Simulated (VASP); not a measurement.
Here is a VASP 6.6.1 calculation.

Contents of INCAR:

```
SYSTEM = YFeC4N4
  PREC = Accurate
  ENCUT = 520
  EDIFF = 1E-6
  ISMEAR = 0
  SIGMA = 0.1
  LREAL = .False.
  LASPH = .True.
  NELM = 150
  ALGO = Normal
  ISIF = 2
  LWAVE = .False.
  LCHARG = .True.
  ISPIN = 2
  MAGMOM = 0 4 0 0 0 0 0 0 0 0
  LORBIT = 11
  LMAXMIX = 4
  GGA = PE
  LELF = .True.
  LVHAR = .True.
  NBANDS = 42
```

Contents of KPOINTS:

```
regular mesh
0
Gamma
  4 4 4
  0 0 0
```

The input POSCAR:

```
YFeC4N4
1.0
    6.1464464954      0.0000000000      0.0000000000
    0.0000000000      6.1464464954      0.0000000000
    0.0000000000      0.0000000000      6.1464464954
Y Fe C N
1 1 4 4
Direct
    0.5000000000      0.5000000000      0.5000000000
    0.0000000000      0.0000000000      0.0000000000
    0.1784096838      0.1784096838      0.1784096838
    0.1784096838      0.8215903162      0.8215903162
    0.8215903162      0.1784096838      0.8215903162
    0.8215903162      0.8215903162      0.1784096838
    0.2896930038      0.2896930038      0.2896930038
    0.2896930038      0.7103069962      0.7103069962
    0.7103069962      0.2896930038      0.7103069962
    0.7103069962      0.7103069962      0.2896930038
```

Potentials or basis: VASP PAW PBE potentials, release 64 (Y_sv, Fe, C, N).

Launch:

```sh
$ cat potpaw_PBE.64/Y_sv/POTCAR potpaw_PBE.64/Fe/POTCAR potpaw_PBE.64/C/POTCAR potpaw_PBE.64/N/POTCAR > POTCAR
$ mpirun -np 1 vasp_std > vasp.out
```

(1) What does it give for the site moments?

(2) What does it give for the largest force?

Answers

(1) Y +0.02; Fe +2.19; C -0.01; N +0.06 μB.

(2) 0.320 eV/Å.

Caveat: a cell with one magnetic atom can't hold antiferromagnetic order, which such compounds often take.
